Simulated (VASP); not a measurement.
# Ga2Si3Au in VASP: notebook

Ga2Si3Au is run at these levels: PBE; tasks: single point.

All numbers are computed with VASP 6.6.1; they aren't measurements. Logs are shortened: lines on timing, memory, paths and dates and some standing lists are left out, and cuts for length are marked.

## 1. The cell of the first run

The cell holds an amorphous packing of atoms, 24 atoms: a = 7.308 Å, b = 7.384 Å, c = 7.753 Å, α = 90.84°, β = 91.27°, γ = 90.68°.

## 2. Single point, PBE

The input, INCAR:

```
SYSTEM = Ga2Si3Au
PREC = Accurate ; ENCUT = 520
EDIFF = 1E-6 ; ISMEAR = -1
SIGMA = 0.1456 ; LREAL = Auto
LASPH = .True. ; NELM = 100
ALGO = Normal ; ISIF = 2
LWAVE = .False. ; LCHARG = .False.
GGA = PE ; NBANDS = 116
ISYM = 0
```

The input, KPOINTS:

```
Automatic mesh
0
Gamma
  1 1 1
  0.25 0.25 0.25
```

The input, POSCAR:

```
Ga2Si3Au
1.0
    7.3073390000     -0.0440410000     -0.0833530000
   -0.0440410000      7.3836060000     -0.0558830000
   -0.0833530000     -0.0558830000      7.7526330000
Si Ga Au
12 8 4
Direct
    0.2447606918      0.5122608826      0.8402201178
    0.5330075578      0.3792712684      0.4362941720
    0.8867185681      0.0256516386      0.1060003928
    0.1936664968      0.5327207877      0.4305806452
    0.1765797630      0.9326861091      0.4851386298
    0.7201533898      0.0082448679      0.7508648602
    0.1248417471      0.2479428841      0.5478304889
    0.8592439477      0.6908031982      0.2202937655
    0.8254963516      0.3267550104      0.7132324783
    0.0790154854      0.2508948167      0.8930006016
    0.5547526524      0.6432866676      0.1388156884
    0.9097298789      0.6718915476      0.9082198306
    0.5753931602      0.7060037353      0.8218872676
    0.3524238496      0.2521921130      0.1980942264
    0.2128170735      0.8845260246      0.1673135965
    0.1004336917      0.9141007534      0.8107941059
    0.9252504192      0.6839164778      0.5369585666
    0.5495505738      0.6748844617      0.5250291427
    0.4848114653      0.0704946771      0.5152432656
    0.8632191678      0.2261697211      0.3748917239
    0.7149884578      0.3403209645      0.0767694781
    0.5629209244      0.9578740321      0.1102455156
    0.1278345977      0.5576454113      0.1115194407
    0.4290406630      0.2274829838      0.7985674361
```

Potentials or basis: VASP PAW PBE potentials, release 64 (Si, Ga_d, Au).

Launch:

```console
cat potpaw_PBE.64/Si/POTCAR potpaw_PBE.64/Ga_d/POTCAR potpaw_PBE.64/Au/POTCAR > POTCAR
mpirun -np 1 vasp_std > vasp.out
```

OUTCAR:

```text
SYSTEM = Ga2Si3Au
   PREC = Accurate
   ENCUT = 520
   EDIFF = 1E-6
   ISMEAR = -1
   LREAL = Auto
   LASPH = .True.
   NELM = 100
   ISIF = 2
   GGA = PE
   ISYM = 0

 ion  position               nearest neighbor table
   1  0.245  0.512  0.840-  23 2.31  10 2.31  24 2.53  12 2.79  13 2.80   7 3.08
   2  0.533  0.379  0.436-  18 2.28  19 2.39  14 2.42  20 2.73   4 2.74   9 3.03  11 3.05  21 3.13
                            24 3.14
   3  0.887  0.026  0.106-  22 2.41  20 2.55   8 2.65  15 2.65  21 2.66  10 2.76  16 2.91   6 2.99
                            12 3.02
   4  0.194  0.533  0.431-   7 2.36  17 2.42  23 2.52   2 2.74  18 2.87   5 2.98  14 2.99
   5  0.177  0.933  0.485-   7 2.41  19 2.47  15 2.50  16 2.60  17 2.62   4 2.98
   6  0.720  0.008  0.751-   9 2.49  13 2.53  19 2.53  24 2.72  16 2.90   3 2.99  22 3.06  12 3.11

   7  0.125  0.248  0.548-  20 2.31   4 2.36   5 2.41   9 2.63  10 2.70  24 2.93  19 2.97   1 3.08

   8  0.859  0.691  0.220-  11 2.32  23 2.37  12 2.46  17 2.49   3 2.65  21 2.97  15 2.98  22 3.06

   9  0.825  0.327  0.713-  10 2.37   6 2.49   7 2.63  20 2.74  21 2.95  12 2.99   2 3.03  24 3.07

  10  0.079  0.251  0.893-   1 2.31   9 2.37  16 2.57  24 2.68   7 2.70   3 2.76  23 2.82  21 3.12

  11  0.555  0.643  0.139-   8 2.32  22 2.34  13 2.51  21 2.58  18 3.00   2 3.05  23 3.18
  12  0.910  0.672  0.908-  23 2.39  16 2.40   8 2.46  13 2.54   1 2.79  17 2.89   9 2.99   3 3.02
                             6 3.11  21 3.13
  13  0.575  0.706  0.822-  18 2.31  11 2.51   6 2.53  12 2.54   1 2.80  22 2.89
  14  0.352  0.252  0.198-   2 2.42  22 2.76  23 2.88  15 2.89  21 2.90   4 2.99  24 3.16
  15  0.213  0.885  0.167-   5 2.50  23 2.51   3 2.65  22 2.66  16 2.88  14 2.89   8 2.98
  16  0.100  0.914  0.811-  12 2.40  10 2.57   5 2.60  15 2.88   6 2.90   3 2.91
  17  0.925  0.684  0.537-   4 2.42   8 2.49   5 2.62  18 2.75  12 2.89
  18  0.550  0.675  0.525-   2 2.28  13 2.31  17 2.75   4 2.87  11 3.00
  19  0.485  0.070  0.515-   2 2.39   5 2.47  24 2.51   6 2.53   7 2.97
  20  0.863  0.226  0.375-   7 2.31   3 2.55  21 2.68   2 2.73   9 2.74
  21  0.715  0.340  0.077-  11 2.58   3 2.66  20 2.68  14 2.90   9 2.95   8 2.97  22 3.04  24 3.07
                            10 3.12   2 3.13  12 3.13  23 3.40
  22  0.563  0.958  0.110-  11 2.34   3 2.41  15 2.66  14 2.76  13 2.89  21 3.04   8 3.06   6 3.06
                            24 3.29
  23  0.128  0.558  0.112-   1 2.31   8 2.37  12 2.39  15 2.51   4 2.52  10 2.82  14 2.88  11 3.18
                            21 3.40
  24  0.429  0.227  0.799-  19 2.51   1 2.53  10 2.68   6 2.72   7 2.93   9 3.07  21 3.07   2 3.14
                            14 3.16  22 3.29

IMPORTANT INFORMATION: All symmetrisations will be switched off!
NOSYMM: (Re-)initialisation of all symmetry stuff for point group C_1.

----------------------------------------------------------------------------------------

                                     Primitive cell

  volume of cell :     418.2000

  direct lattice vectors                    reciprocal lattice vectors
     7.307339000 -0.044041000 -0.083353000     0.136870563  0.000827575  0.001477539
    -0.044041000  7.383606000 -0.055883000     0.000827575  0.135447572  0.000985239
    -0.083353000 -0.055883000  7.752633000     0.001477539  0.000985239  0.129011423

  length of vectors
     7.307947085  7.383948814  7.753282470     0.136881040  0.135453683  0.129023645

  position of ions in fractional coordinates (direct lattice)
     0.244760692  0.512260883  0.840220118
     0.533007558  0.379271268  0.436294172
     0.886718568  0.025651639  0.106000393
     0.193666497  0.532720788  0.430580645
     0.176579763  0.932686109  0.485138630
     0.720153390  0.008244868  0.750864860
[... 16 lines left out ...]
     0.127834598  0.557645411  0.111519441
     0.429040663  0.227482984  0.798567436

  ion indices of the primitive-cell ions
   primitive index   ion index
                 1           1
                 2           2
                 3           3
                 4           4
                 5           5
                 6           6
[... 16 lines left out ...]
                23          23
                24          24

----------------------------------------------------------------------------------------

 KPOINTS: Automatic mesh

Automatic generation of k-mesh.
 Grid dimensions read from file:
 generate k-points for:    1    1    1

 Generating k-lattice:

  Cartesian coordinates                     Fractional coordinates (reciprocal lattice)
     0.136870563  0.000827575  0.001477539     1.000000000  0.000000000  0.000000000
     0.000827575  0.135447572  0.000985239    -0.000000000  1.000000000  0.000000000
     0.001477539  0.000985239  0.129011423     0.000000000  0.000000000  1.000000000

  Length of vectors
     0.136881040  0.135453683  0.129023645

  Shift w.r.t. Gamma in fractional coordinates (k-lattice)
     0.250000000  0.250000000  0.250000000

 Subroutine IBZKPT returns following result:
 ===========================================

 Found      1 irreducible k-points:

 Following reciprocal coordinates:
            Coordinates               Weight
  0.250000  0.250000  0.250000      2.000000
   k-points           NKPTS =      1   k-points in BZ     NKDIM =      1   number of bands    NBANDS=    116
   number of dos      NEDOS =    301   number of ions     NIONS =     24
   total plane-waves  NPLWV = 181440
   dimension x,y,z NGX =    54 NGY =   56 NGZ =   60
   dimension x,y,z NGXF=   108 NGYF=  112 NGZF=  120
   ions per type =              12   8   4
   NGX,Y,Z   is equivalent  to a cutoff of  12.28, 12.61, 12.87 a.u.
   NGXF,Y,Z  is equivalent  to a cutoff of  24.57, 25.22, 25.73 a.u.
 SYSTEM =  Ga2Si3Au
   PREC   = accura    normal or accurate (medium, high low for compatibility)
   ISTART =      0    job   : 0-new  1-cont  2-samecut
   ICHARG =      2    charge: 1-file 2-atom 10-const
   ISPIN  =      1    spin polarized calculation?
   LNONCOLLINEAR =      F non collinear calculations
   LSORBIT =      F    spin-orbit coupling
   LASPH  =      T    aspherical Exc in radial PAW
   ENCUT  =  520.0 eV  38.22 Ry    6.18 a.u.  13.59 13.73 14.42*2*pi/ulx,y,z
   NELM   =    100;   NELMIN=  2; NELMDL= -5     # of ELM steps
   EDIFF  = 0.1E-05   stopping-criterion for ELM
   LREAL  =      T    real-space projection
   EDIFFG = 0.1E-04   stopping-criterion for IOM
   NSW    =      0    number of steps for IOM
   IBRION =     -1    ionic relax: 0-MD 1-quasi-New 2-CG
   NFREE  =      0    steps in history (QN), initial steepest desc. (CG)
   ISIF   =      2    stress and relaxation
   ISYM   =      0    0-nonsym 1-usesym 2-fastsym
   POTIM  = 0.5000    time-step for ionic-motion
   TEBEG  =    0.0;   TEEND  =   0.0 temperature during run
   PSTRESS=    0.0 pullay stress
   NELECT =     196.0000    total number of electrons
   NUPDOWN=      -1.0000    fix difference up-down
   EMIN   =  10.00;   EMAX   =-10.00  energy-range for DOS
   EFERMI =   0.00;   METHOD = LEGACY
   ISMEAR =    -1;   SIGMA  =   0.15  broadening in eV -4-tet -1-fermi 0-gaus
   EFERMI_NEDOS =   21; number of points for ismear=-14 and -15
   IALGO  =     38    algorithm
   IMIX   =      4    mixing-type and parameters
     AMIX     =   0.40;   BMIX     =  1.00
     AMIX_MAG =   1.60;   BMIX_MAG =  1.00
  volume/ion in A,a.u.               =      17.42       117.59
  Fermi-wavevector in a.u.,A,eV,Ry     =   1.271644  2.403059 22.001686  1.617078
  Thomas-Fermi vector in A             =   2.404566
   LORBIT       =      0    0 simple, 1 ext, 2 COOP (PROOUT), +10 PAW based schemes
   GGA     = PE    functional components
   LHFCALC =     F    Hartree Fock is set to
   AEXX    =    0.0000 exact exchange contribution
   IVDW    =     0    specifies the selected vdW correction
   LEPSILON=     F    determine dielectric tensor
   LRPA    =     F    only Hartree local field effects (RPA)
 non-spin polarized calculation
  energy-cutoff  :      520.00
  volume of cell :      418.20
 maximum number of plane-waves:     11241
 NGX is ok and might be reduce to    54
   NGX = 27   NGY = 27   NGZ = 29

 number of electron     196.0000030 magnetization

 Free energy of the ion-electron system (eV)
  ---------------------------------------------------
  ext. energy  EPLUGINS =         0.00000000
  ---------------------------------------------------
  free energy    TOTEN  =       -92.38592911 eV

  energy without entropy =      -91.78157838  energy(sigma->0) =      -92.08375374

 E-fermi :   7.5322     XC(G=0): -10.9825

 val. band max:        7.3896601573   @ k =   0.2500   0.2500   0.2500
 cond. band min:       7.7145479046   @ k =   0.2500   0.2500   0.2500
 fundamental gap:      0.3248877473
 Fermi energy:         7.5321669347

 k-point     1 :       0.2500    0.2500    0.2500
  band No.  band energies     occupation
      1      -7.8105      2.00000
      2      -7.7639      2.00000
      3      -7.7078      2.00000
      4      -7.6911      2.00000
      5      -7.6743      2.00000
      6      -7.6650      2.00000
[... 102 lines left out ...]
    109       9.5377      0.00000
    110       9.7337      0.00000
 [bands above 110 left out]

------------------------ aborting loop because EDIFF is reached ----------------------------------------

  FORCE on cell =-STRESS in cart. coord.  units (eV):
  Direction    XX          YY          ZZ          XY          YZ          ZX
  --------------------------------------------------------------------------------------
  -------------------------------------------------------------------------------------
  Total       19.4443653     22.0274980     19.0548689     10.3585519      8.5379365      7.8322663
  in kB       74.4938403     84.3901505     73.0016299     39.6849317     32.7099222     30.0064098
  external PRESSURE =      77.2952069 kB  Pullay stress =       0.0000000 kB

 VOLUME and BASIS-vectors are now :
 -----------------------------------------------------------------------------
  energy-cutoff  :      520.00
  volume of cell :      418.20
      direct lattice vectors                 reciprocal lattice vectors
     7.307339000 -0.044041000 -0.083353000     0.136870563  0.000827575  0.001477539
    -0.044041000  7.383606000 -0.055883000     0.000827575  0.135447572  0.000985239
    -0.083353000 -0.055883000  7.752633000     0.001477539  0.000985239  0.129011423

 POSITION                                       TOTAL-FORCE (eV/Angst)
 -----------------------------------------------------------------------------------
      1.69595      3.72460      6.46489         1.893881      1.146004     -2.333315
      3.84180      2.75253      3.31681         0.759308     -0.391423     -0.021623
      6.46959      0.14443      0.74644         0.680565     -0.099418     -0.730311
      1.35584      3.90081      3.29222         1.280192     -0.389611      0.260427
      1.20881      6.85170      3.69426        -0.006309     -0.484236     -0.371853
      5.19946     -0.01280      5.76069         0.465153      0.142911      0.569724
[... 16 lines left out ...]
      0.90028      4.10557      0.82275         1.314259     -2.040343      2.347531
      3.05856      1.61612      6.14253         0.444866      0.330624      0.903260
 -----------------------------------------------------------------------------------
    total drift:                                0.002986     -0.004448      0.006750

  FREE ENERGIE OF THE ION-ELECTRON SYSTEM (eV)
  ---------------------------------------------------
  free  energy   TOTEN  =       -92.3859291090 eV

  energy  without entropy=      -91.7815783799  energy(sigma->0) =      -92.08375374
```

Wall time 72 s (1 thread of Intel Xeon Platinum 8559C (Emerald Rapids), shared host); peak memory 0.44 GiB.

What came out:

```
Free energy            : -92.3859 eV
Pressure               : 7.7 GPa
Largest force          : 3.377 eV/Å
Band gap on the k mesh : 0.32 eV
```

Forces in eV/Å, atoms in the order of the input:
```
Si   1.894  1.146 -2.333
Si   0.759 -0.391 -0.022
Si   0.681 -0.099 -0.730
Si   1.280 -0.390  0.260
Si  -0.006 -0.484 -0.372
Si   0.465  0.143  0.570
Si   0.610  0.240  0.937
Si  -0.614  1.188  0.166
Si  -0.277  0.509 -0.487
Si  -0.404 -1.204  1.052
Si  -0.548 -1.602  0.686
Si  -1.086  0.208 -1.078
Ga  -0.887 -0.369  1.213
Ga  -0.793 -0.138 -0.831
Ga   0.233  0.849  0.360
Ga   0.551  0.587 -0.329
Ga  -0.745  0.563  0.835
Ga  -0.326  1.148 -1.389
Ga   0.193 -1.456 -0.788
Ga  -1.163 -0.084 -0.412
Au  -0.449 -0.102 -0.173
Au  -1.128  1.449 -0.385
Au   1.314 -2.040  2.348
Au   0.445  0.331  0.903
```

Stress tensor (GPa, compression positive):
```
7.45 3.97 3.00
3.97 8.44 3.27
3.00 3.27 7.30
```

Levels at points of the mesh, in eV from the valence-band top:
```
           k point  band 96  band 97  band 98  band 99  band 100  band 101
(0.25, 0.25, 0.25)    -0.43    -0.21     0.00     0.32      0.42      0.69
```

Caveat: the k points lie up to 0.86 Å⁻¹ apart; spin-orbit coupling is left out, which moves the levels of the heavy elements.

## 3. Single point, PBE

The input, INCAR:

```
ALGO = Normal ; EDIFF = 1E-6
ENCUT = 520 ; GGA = PE
ISIF = 2 ; ISMEAR = -1
ISYM = 0 ; LASPH = True
LCHARG = False ; LREAL = Auto
LWAVE = False ; NBANDS = 116
NELM = 80 ; PREC = Accurate
SIGMA = 0.1456
```

KPOINTS is that of step 2.

The input, POSCAR:

```
Ga2Si3Au
1.0
    7.3073390000     -0.0440410000     -0.0833530000
   -0.0440410000      7.3836060000     -0.0558830000
   -0.0833530000     -0.0558830000      7.7526330000
Si Ga Au
12 8 4
Direct
    0.2444469911      0.6114734167      0.7974893638
    0.5678135468      0.3456811574      0.4838929771
    0.9447885597      0.0378166698      0.0999580749
    0.2602093562      0.4838366617      0.4491419205
    0.0849370815      0.9432699494      0.4568821348
    0.7880905954     -0.0207038691      0.7291034828
    0.1043554592      0.2713517346      0.6064702521
    0.7899240328      0.7694900431      0.1777330295
    0.8208092310      0.3029538336      0.7185814008
    0.1194379317      0.2308091276      0.9159045471
    0.4915443726      0.6184891122      0.1786556548
    0.8859001676      0.6321167050      0.8809256177
    0.5632719866      0.6652543312      0.8310185479
    0.3539112278      0.2734545560      0.1283949625
    0.2315730814      0.8999659204      0.1770495400
    0.1102453722      0.9115728647      0.8284372173
    0.9137532781      0.6543271656      0.5171228719
    0.5502566810      0.7315432662      0.5161926764
    0.5107395540      0.0392546371      0.5189645042
    0.8554116595      0.2217407837      0.3622460483
    0.7187170090      0.3552388327      0.0754712664
    0.5558631219      0.9814156230      0.0859566431
    0.1503443930      0.5545726983      0.1335466083
    0.4595134124      0.2438091153      0.7950005638
```

Potentials or basis: VASP PAW PBE potentials, release 64 (Si, Ga_d, Au).

Launch:

```console
cat potpaw_PBE.64/Si/POTCAR potpaw_PBE.64/Ga_d/POTCAR potpaw_PBE.64/Au/POTCAR > POTCAR
mpirun -np 1 vasp_std > vasp.out
```

It took 70 s on 1 thread of Intel Xeon Platinum 8559C (Emerald Rapids), shared host; peak memory 0.43 GiB.

It converged, with:

| Property | Result |
| --- | --- |
| Free energy | -93.2758 eV |
| Pressure | 5.6 GPa |
| Largest force | 2.223 eV/Å |
| Band gap on the k mesh | 0.19 eV |

Forces on the atoms (eV/Å):
```
Si  -0.708 -0.897 -0.123
Si   0.066  1.336  0.300
Si  -0.919  0.480 -0.318
Si  -0.022  0.305  0.125
Si   0.274  0.876  0.447
Si  -0.245 -0.637  0.375
Si   1.055 -0.906 -0.739
Si   0.996 -0.716  0.154
Si  -0.823  0.878  0.107
Si  -0.279  0.987 -0.046
Si   0.390  0.361  0.014
Si   0.260 -0.166  0.385
Ga   0.197  0.270  0.797
Ga   0.788 -0.511  1.057
Ga   0.663 -0.380  0.472
Ga   0.415 -0.452 -0.724
Ga  -0.432 -0.062 -0.167
Ga  -0.103 -2.062 -0.826
Ga  -0.715  0.091 -0.633
Ga   0.199  0.237  0.364
Au  -0.060  0.147  0.002
Au  -0.315  0.305 -0.384
Au  -0.512  0.125 -0.429
Au  -0.169  0.391 -0.210
```

Stress tensor (GPa, compression positive):
```
6.89 2.71 2.64
2.71 7.20 0.00
2.64 0.00 2.68
```

Levels at points of the mesh, in eV from the valence-band top:
```csv
k point,band 96,band 97,band 98,band 99,band 100,band 101
"(0.25, 0.25, 0.25)",-0.47,-0.30,0.00,0.19,0.34,0.71
```

Caveat: the k points lie up to 0.86 Å⁻¹ apart; spin-orbit coupling is left out, which moves the levels of the heavy elements.

## 4. Single point, PBE

The input, INCAR:

```
SYSTEM = Ga2Si3Au
PREC = Accurate
ENCUT = 520
EDIFF = 1E-7
ISMEAR = -1
SIGMA = 0.1456
LREAL = Auto
LASPH = .TRUE.
NELM = 80
ALGO = Normal
ISIF = 2
LWAVE = .FALSE.
LCHARG = .FALSE.
GGA = PE
ISYM = 0
NBANDS = 116
```

KPOINTS is that of step 3.

The input, POSCAR:

```
Ga2Si3Au
1.0
    7.3073390000     -0.0440410000     -0.0833530000
   -0.0440410000      7.3836060000     -0.0558830000
   -0.0833530000     -0.0558830000      7.7526330000
Si Ga Au
12 8 4
Direct
    0.2494177139      0.6128940491      0.7689023939
    0.5770394243      0.3962283088      0.4954158663
    0.9606626545      0.0459968073      0.0852631040
    0.2392519444      0.5147799857      0.4345811052
    0.1404948342      0.9685523949      0.4904486359
    0.7879227027      0.0181788881      0.8029426405
    0.1575304650      0.2589919531      0.6455226094
    0.8116218874      0.7273930498      0.1376813561
    0.8419233416      0.3590526300      0.7079077230
    0.0911180202      0.3189052604      0.9256458216
    0.5056162791      0.7012269188      0.2424966199
    0.8594269590      0.6508227498      0.8363856180
    0.5532919116      0.6195662107      0.8751724426
    0.4504268597      0.3381026771      0.1721759075
    0.2555137333      0.8969252255      0.1805092165
    0.1333391362      0.9092773893      0.8263264062
    0.9030672499      0.6147040991      0.4591358670
    0.5626186350      0.7802204200      0.5438485233
    0.4960602241      0.0954490588      0.5447140459
    0.8602632060      0.1515466817      0.4052956463
    0.7658805541      0.3006803181      0.1298043336
    0.5653793914      0.9886487305      0.0528930913
    0.1172684957      0.5342519016      0.1287855726
    0.4334830125      0.2541925007      0.8259622439
```

Launch:

```console
cat potpaw_PBE.64/Si/POTCAR potpaw_PBE.64/Ga_d/POTCAR potpaw_PBE.64/Au/POTCAR > POTCAR
mpirun -np 1 vasp_std > vasp.out
```

It took 89 s on 1 thread of Intel Xeon Platinum 8559C (Emerald Rapids), shared host; peak memory 0.43 GiB.

Results (log left out):

```yaml
Free_energy: -93.0037 eV
Pressure: 6.8 GPa
Largest_force: 2.422 eV/Å
Band_gap_on_the_k_mesh: 0.27 eV
```

Forces in eV/Å, atoms in the order of the input:
```
Si  -0.694 -0.576 -0.523
Si   0.102  1.386 -0.044
Si   0.535 -1.146 -0.307
Si   0.464 -0.144  1.339
Si   0.353 -0.479  0.287
Si  -0.213 -0.012 -0.754
Si   0.098  0.471 -2.374
Si   0.930  0.567  0.121
Si  -0.332 -1.038 -0.344
Si  -0.121 -1.270  0.379
Si   0.827 -0.631 -0.551
Si   1.045  0.902 -0.488
Ga  -0.900  0.066  0.353
Ga  -2.234  0.136  0.292
Ga  -0.991  0.236  0.090
Ga  -0.154  0.511 -0.486
Ga  -0.281  0.562 -0.027
Ga   0.482 -1.184  0.666
Ga  -0.379 -0.760 -0.475
Ga  -0.169 -0.451  1.054
Au   1.487  1.364 -0.266
Au  -0.685 -0.512 -0.278
Au   0.245  1.524  1.548
Au   0.584  0.480  0.784
```

Stress tensor (GPa, compression positive):
```
9.61 2.21 3.75
2.21 5.48 4.25
3.75 4.25 5.44
```

Levels at points of the mesh, in eV from the valence-band top:
```csv
k point,band 94,band 95,band 96,band 97,band 98,band 99,band 100,band 101,band 102,band 103
"(0.25, 0.25, 0.25)",-1.13,-0.59,-0.47,-0.21,0.00,0.27,0.56,0.77,0.83,1.13
```

Caveat: the k points lie up to 0.86 Å⁻¹ apart; spin-orbit coupling is left out, which moves the levels of the heavy elements.
